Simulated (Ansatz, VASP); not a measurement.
## Ag3Sb2: VASP beside Ansatz

```
CELL_PARAMETERS angstrom
4.38372 0.00000 0.00000
-2.19186 3.79641 0.00000
0.00000 0.00000 7.25918
ATOMIC_POSITIONS crystal
Ag 0.33333 0.66667 0.59703
Ag 0.66667 0.33333 0.40297
Ag 0.00000 0.00000 0.00000
Sb 0.33333 0.66667 0.19542
Sb 0.66667 0.33333 0.80458
```

Change from the starting cell: species swapped into the Mg2Sb3 type (P-3m1, No. 164).

Alike in both runs: functional PBE; k mesh 4 × 4 × 2; occupations gaussian, width 0.2 eV; no spin polarisation.

Ansatz relaxed the structure, and its values are those at the end. VASP's run is a single point on that final structure, the one shown.

```csv
,VASP,Ansatz
version,VASP 6.6.1,Ansatz 0.2.0
potentials or method,"VASP PAW PBE potentials, release 64 (Ag, Sb), cutoff 500 eV","scalar-relativistic, plane waves, PAW"
valence electrons in the cell,43,87
```

|  | VASP | Ansatz | Ansatz less VASP |
| --- | --- | --- | --- |
| gap on the k mesh at the Fermi level (eV) | none | none | - |
| pressure (GPa) | -0.1 | 0.0 | +0.10 |
| rms of the force components (eV/Å) | 0.015 | 0.016 | +0.0003 |

A gap of «none» marks a metal or a gap that the smearing closes. VASP's potentials hold 43 valence electrons a cell and Ansatz's 87, so a difference there can come from the potentials and not from the codes.

The k mesh is coarse, so the values compare programs but aren't converged. Spin-orbit coupling is off throughout.
